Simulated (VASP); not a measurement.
Runs of VASP 6.6.1 on SnO2. The structure is that of space group R-3m (No. 166), or close to it. The cells are those of the table. 

```tsv
cell	gap on the mesh (eV)	pressure (GPa)	largest force (eV/Å)
a = 5.373 Å, angles 34.4°, 3 atoms	2.33	4.2	0.03
a = 5.028 Å, angles 38.2°, 3 atoms	1.64	-0.6	0.41
a = 5.250 Å, angles 35.3°, 3 atoms	(b)	6.8	0.41
a = 4.919 Å, angles 39.7°, 3 atoms	1.29	(a)	0.41
a = 5.486 Å, angles 33.1°, 3 atoms	2.64	8.2	0.02
a = 5.138 Å, angles 36.7°, 3 atoms	1.99	2.9	0.41
a = 5.600 Å, angles 31.8°, 3 atoms	2.94	(c)	0.01
```

Alike in all rows: task single point; level PBE; potentials or basis VASP PAW PBE potentials, release 64 (Sn_d, O); no spin polarisation; k mesh 12 × 12 × 12; cutoff (eV) 520; smearing gaussian 0.05 eV.

Question: Fill in the values left out.

Answer: (a) -3.8; (b) 2.34; (c) 12.6.

Caveats: spin-orbit coupling is left out, which moves the levels of the heavy elements; the stress differs along the axes, from 0 to 6 GPa (at least some runs); the stress differs along the axes, from 3 to 9 GPa (at least some runs); the stress differs along the axes, from -7 to 2 GPa (at least some runs); the stress differs along the axes, from 0 to 12 GPa (at least some runs); the stress differs along the axes, from 0 to 19 GPa (at least some runs).

A k mesh can miss the band edges, and the runs leave out spin-orbit coupling on Sn.
